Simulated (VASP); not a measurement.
CsPbCl3, 5 atoms in the cell. The structure is cubic, space group Pm-3m (No. 221). The conventional cell has a = 5.733 Å, b = 5.733 Å, c = 5.733 Å, α = 90.00°, β = 90.00°, γ = 90.00°. Within 3.8 Å of Pb (site symmetry m-3m) lie 6 Cl at 2.87 Å. Within 5.3 Å of Cs (site symmetry m-3m) lie 12 Cl at 4.05 Å and 8 Pb at 4.97 Å. Within 3.8 Å of Cl (site symmetry 4/mmm) lie 2 Pb at 2.87 Å. 

```yaml
Program: VASP 6.6.1
Task: single point
Functional: PBE
Potentials_or_basis: VASP PAW PBE potentials, release 64 (Pb_d, Cs_sv, Cl)
Cutoff: 520 eV
k_mesh: 5 × 5 × 5
Occupations: fermi-dirac, width 0.05 eV
Spin: no spin polarisation
Dipole_correction: no
Further_INCAR_settings: ALGO = Normal; EDIFF = 1e-06; NBANDS = 30
```

Potentials or basis: VASP PAW PBE potentials, release 64 (Pb_d, Cs_sv, Cl).

Command:

```sh
$ cat potpaw_PBE.64/Pb_d/POTCAR potpaw_PBE.64/Cs_sv/POTCAR potpaw_PBE.64/Cl/POTCAR > POTCAR
$ mpirun -np 1 vasp_std > vasp.out
```

Hardware: 1 thread of Intel(R) Xeon(R) 6975P-C (Granite Rapids), with other jobs on the host.

Problem. How long does it take, and how much memory?

Solution. It took 30 s on 1 thread of Intel(R) Xeon(R) 6975P-C (Granite Rapids), on a shared host, peak memory 0.33 GiB. Counts: scf iterations 13, k points 10.
